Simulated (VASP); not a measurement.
Crystal: PPb2.

```
P Pb
1.0
     4.01104    0.00000    0.00000
     0.00000    8.27241    0.00000
     0.00000    0.00000    5.20409
P Pb
2 4
Cartesian
  2.0055 6.6943 0.4730
  0.0000 1.5781 3.0751
  0.0000 4.7150 4.8716
  2.0055 3.5575 2.2696
  2.0055 1.1983 5.0639
  0.0000 7.0741 2.4618
```

```yaml
Program: VASP 6.6.1
Task: relaxation of cell and atoms
Functional: PBE
Potentials_or_basis: VASP PAW PBE potentials, release 64 (P, Pb_d)
Cutoff: 600 eV
k_mesh: 4 × 2 × 4
Occupations: gaussian, width 0.1 eV
Spin: no spin polarisation
```

At the start: pressure 0.0 GPa; volume 28.78 Å³/atom.

**Question.** How do energy, volume and symmetry change on relaxing?

**Answer.** Over 11 steps the energy falls by 4.1 meV/atom and the volume is 28.38 Å³/atom (-1.4 %); space group Pmn2_1 (No. 31, to 0.1 Å) before and after.

The path:
```tsv
step	energy change (eV)	largest force (eV/Å)	pressure (GPa)	volume (Å³)
1	0.0000	0.1399	0.03	172.68
2	-0.0047	0.1096	-0.06	172.81
3	-0.0076	0.1019	-0.19	173.04
4	-0.0113	0.1083	0.01	171.98
5	-0.0134	0.1213	0.42	170.17
6	-0.0153	0.1101	0.38	170.19
7	-0.0195	0.0821	0.23	170.27
8	-0.0220	0.0637	-0.06	170.41
9	-0.0221	0.0625	-0.01	170.39
10	-0.0231	0.0491	-0.02	170.36
11	-0.0248	0.0263	-0.04	170.28
```

Final structure:
```
CELL_PARAMETERS angstrom
4.01398 0.00000 0.00000
0.00000 8.36830 0.00000
0.00000 0.00000 5.06924
ATOMIC_POSITIONS crystal
P 0.50000 0.80972 0.07366
P 0.00000 0.19028 0.57366
Pb 0.00000 0.56328 0.95234
Pb 0.50000 0.43672 0.45234
Pb 0.50000 0.14780 0.97407
Pb 0.00000 0.85220 0.47407
```

Caveat: the k points lie up to 0.39 Å⁻¹ apart in the final cell, too coarse for converged energies and pressures of a metal.
